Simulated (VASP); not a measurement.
Sb2Pt: single point with PBE

Crystal: Sb2Pt.

```
Sb Pt
1.0
     5.07933    0.00000    0.00000
     0.00000    6.34236    0.00000
     0.00000    0.00000    4.00099
Sb Pt
4 2
Direct
  0.21417 0.36761 0.00000
  0.78583 0.63239 0.00000
  0.71417 0.13239 0.50000
  0.28583 0.86761 0.50000
  0.00000 0.00000 0.00000
  0.50000 0.50000 0.50000
```

| Item | Value |
| --- | --- |
| Program | VASP 6.6.1 |
| Task | single point |
| Functional | PBE |
| Potentials or basis | VASP PAW PBE potentials, release 64 (Sb, Pt) |
| Cutoff | 520 eV |
| k mesh | 6 × 6 × 8 |
| Occupations | gaussian, width 0.1 eV |
| Spin | no spin polarisation |

- Pressure: 17.1 GPa
- Largest force: 0.055 eV/Å
- Band gap on the k mesh: zero (bands 20 and 21 overlap by 1.21 eV)

Forces on the atoms (eV/Å):
```
Sb   0.046 -0.030  0.000
Sb  -0.046  0.030  0.000
Sb   0.046  0.030  0.000
Sb  -0.046 -0.030  0.000
Pt   0.000  0.000  0.000
Pt   0.000  0.000  0.000
```

Stress tensor (GPa, compression positive):
```
17.20  0.00  0.00
 0.00 17.07  0.00
 0.00  0.00 17.06
```

Levels at points of the mesh, in eV from the Fermi level:
| k point | band 18 | band 19 | band 20 | band 21 | band 22 | band 23 |
| --- | --- | --- | --- | --- | --- | --- |
| (0.00, 0.00, 0.00) | -2.40 | -2.17 | 0.24 | 0.25 | 2.11 | 3.49 |
| (0.50, 0.00, 0.00) | -0.60 | -0.48 | -0.48 | 2.14 | 2.14 | 2.33 |
| (0.00, 0.50, 0.00) | -2.06 | -1.40 | -1.40 | 1.18 | 1.18 | 2.92 |
| (0.50, 0.50, 0.00) | -0.62 | 0.20 | 0.20 | 0.46 | 0.46 | 2.01 |
| (0.00, 0.00, 0.50) | -2.92 | -1.86 | -1.86 | 1.16 | 1.16 | 1.70 |
| (0.50, 0.00, 0.50) | -3.39 | -3.10 | -3.10 | 0.08 | 0.08 | 3.49 |
| (0.00, 0.50, 0.50) | -2.57 | -1.89 | -1.89 | -0.64 | -0.64 | 1.56 |
| (0.50, 0.50, 0.50) | -3.30 | -0.97 | -0.97 | 1.77 | 1.77 | 2.26 |

Wall time 110 s on 1 thread of Intel(R) Xeon(R) 6975P-C (Granite Rapids) (shared host), peak memory 0.4 GiB.

Caveat: the cell stands under pressure; spin-orbit coupling is left out, which moves the levels of the heavy elements.
